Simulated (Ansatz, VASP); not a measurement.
**One calculation of Si2Ge3, two programs**

```
Si Ge
1.0
     2.90483    0.00000    0.00000
    -1.45241    2.51565    0.00000
     0.00000    0.00000   24.15184
Si Ge
4 6
Direct
  0.66667 0.33333 0.15000
  0.66667 0.33333 0.55000
  0.33333 0.66667 0.85000
  0.33333 0.66667 0.45000
  0.66667 0.33333 0.95000
  0.66667 0.33333 0.35000
  0.66667 0.33333 0.75000
  0.33333 0.66667 0.05000
  0.33333 0.66667 0.25000
  0.33333 0.66667 0.65000
```

Alike in both runs: task single point; functional PBE; k mesh 6 × 6 × 1; occupations gaussian, width 0.1 eV; no spin polarisation.

|  | VASP | Ansatz |
| --- | --- | --- |
| version | VASP 6.6.1 | Ansatz 0.2.0 |
| potentials or method | VASP PAW PBE potentials, release 64 (Si, Ge_d), cutoff 520 eV | scalar-relativistic, plane waves, PAW |
| valence electrons in the cell | 100 | 100 |

```csv
,VASP,Ansatz,Ansatz less VASP
gap on the k mesh at the Fermi level (eV),none,none,-
pressure (GPa),0.3,0.4,+0.08
"traceless stress, the component that is largest in VASP (GPa)",0.67,0.67,-0.001
rms of the force components (eV/Å),0.183,0.182,-0.0014
```

Atom by atom the forces differ by 0.001 eV/Å (rms over components). A gap of «none» marks a metal or a gap that the smearing closes. With one functional, cell and mesh, what is left measures potentials, basis and numerics.

The k mesh is coarse, so the values compare programs but aren't converged.
